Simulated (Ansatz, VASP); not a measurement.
# One calculation of YZr, two programs

INCAR

```
  ALGO = Normal
  EDIFF = 1E-6
  ENCUT = 500
  GGA = CA
  GGA_COMPAT = F
  ISIF = 2
  ISMEAR = 1
  LASPH = T
  LCHARG = F
  LREAL = F
  LWAVE = F
  NBANDS = 18
  NELM = 120
  PREC = Accurate
  SIGMA = 0.15
```

File KPOINTS:

```
k-points
0
Gamma
  6 6 4
```

Contents of POSCAR:

```
YZr
1.0
    3.4235830000      0.0000000000      0.0000000000
   -1.7117915000      2.9649098500      0.0000000000
    0.0000000000      0.0000000000      5.4025870000
Y Zr
1 1
Direct
    0.6666666667      0.3333333333      0.5000000000
    0.3333333333      0.6666666667      0.0000000000
```

Input for Ansatz:

```yaml
crystal:
  lattice:
    a: 3.423583
    b: 3.423583
    c: 5.402587
    alpha: 90.0
    beta: 90.0
    gamma: 120.0
  space_group: 187
  atoms:
    - { symbol: "Y", position: [0.6666666666666666, 0.3333333333333333, 0.5] }
    - { symbol: Zr, position: [0.3333333333333333, 0.6666666666666666, 0.0] }
kpoints:
  mp_grid:
    grid: [6, 6, 4]
hamiltonian:
  xc: lda
scf:
  convergence:
    dr2_threshold: 1.0e-07
  occupations:
    method: cold
    width: 0.15
output:
  forces: true
  stress: true
```

Alike in both runs: task single point; functional LDA; k mesh 6 × 6 × 4; no spin polarisation.

|  | VASP | Ansatz |
| --- | --- | --- |
| version | VASP 6.6.1 | Ansatz 0.2.0 |
| potentials or method | VASP PAW LDA potentials, release 64 (Y_sv, Zr_sv) | plane waves, PAW |
| plane-wave cutoff (eV) | 500 | 420 |
| occupations | methfessel-paxton of order 1, width 0.15 eV | cold, width 0.15 eV |
| valence electrons in the cell | 23 | 23 |

Ansatz gave:

```
pressure (GPa)                                                : -5.5
traceless stress, the component that is largest in VASP (GPa) : 0.12
```

What did VASP give for the same quantities?

Pressure (GPa): -5.6; traceless stress, the component that is largest in VASP (GPa): 0.19.

LDA's correlation is that of Perdew and Zunger in VASP and of Perdew and Wang (1992) in Ansatz. Ansatz's warnings: stress scf threshold loose.
